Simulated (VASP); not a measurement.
ZnO, 4 atoms in the cell. It takes space group P6_3mc (No. 186, hexagonal). The conventional cell has a = 3.230 Å, b = 3.230 Å, c = 5.214 Å, α = 90.00°, β = 90.00°, γ = 120.00°. Zn (site symmetry 3m) has 4 O at 1.97 to 1.98 Å within 2.6 Å. O (site symmetry 3m) has 4 Zn at 1.97 to 1.98 Å within 2.6 Å. 

```yaml
Program: VASP 6.6.1
Task: single point
Functional: PBEsol
Potentials_or_basis: VASP PAW PBE potentials, release 64 (Zn, O)
Cutoff: 520 eV
k_mesh: 12 × 12 × 6
Occupations: gaussian, width 0.02 eV
Spin: no spin polarisation
Dipole_correction: no
Further_INCAR_settings: ALGO = Normal; EDIFF = 1e-06; NBANDS = 26
```

Potentials or basis: VASP PAW PBE potentials, release 64 (Zn, O).

Command:

```bash
$ cat potpaw_PBE.64/Zn/POTCAR potpaw_PBE.64/O/POTCAR > POTCAR
$ mpirun -np 1 vasp_std > vasp.out
```

Hardware: 1 thread of Intel Xeon 8259CL, on a shared host.

Problem. How long does it take, and how much memory?

Solution. Wall time 2.2 min on 1 thread of Intel Xeon 8259CL, with other jobs on the host, peak memory 0.21 GiB. Counts: scf iterations 13, k points 76.
